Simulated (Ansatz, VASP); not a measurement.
## Ir: VASP beside Ansatz

```
Ir
1.0
     2.75685    0.00000    0.00000
    -1.37843    2.38750    0.00000
     0.00000    0.00000    4.87278
Ir
2
Direct
  0.66667 0.33333 0.77241
  0.33333 0.66667 0.22759
```

Alike in both runs: task single point; functional PBEsol; k mesh 15 × 15 × 8; occupations gaussian, width 0.1 eV; no spin polarisation.

|  | VASP | Ansatz |
| --- | --- | --- |
| version | VASP 6.6.1 | Ansatz 0.2.0 |
| potentials or method | VASP PAW PBE potentials, release 64 (Ir), cutoff 520 eV | scalar-relativistic, plane waves, PAW |
| valence electrons in the cell | 18 | 34 |

```csv
,VASP,Ansatz,Ansatz less VASP
gap on the k mesh at the Fermi level (eV),none,none,-
pressure (GPa),-27.8,-28.3,-0.47
"traceless stress, the component that is largest in VASP (GPa)",-7.99,-7.96,+0.037
rms of the force components (eV/Å),0.383,0.367,-0.0159
```

VASP's potentials were made for PBE, not for PBEsol. Atom by atom the forces differ by 0.016 eV/Å (rms over components). A gap of «none» marks a metal or a gap that the smearing closes. With one functional, cell and mesh, what is left measures potentials, basis and numerics. VASP's potentials hold 18 valence electrons a cell and Ansatz's 34, so a difference there can come from the potentials and not from the codes.

Neither program's run includes spin-orbit coupling.
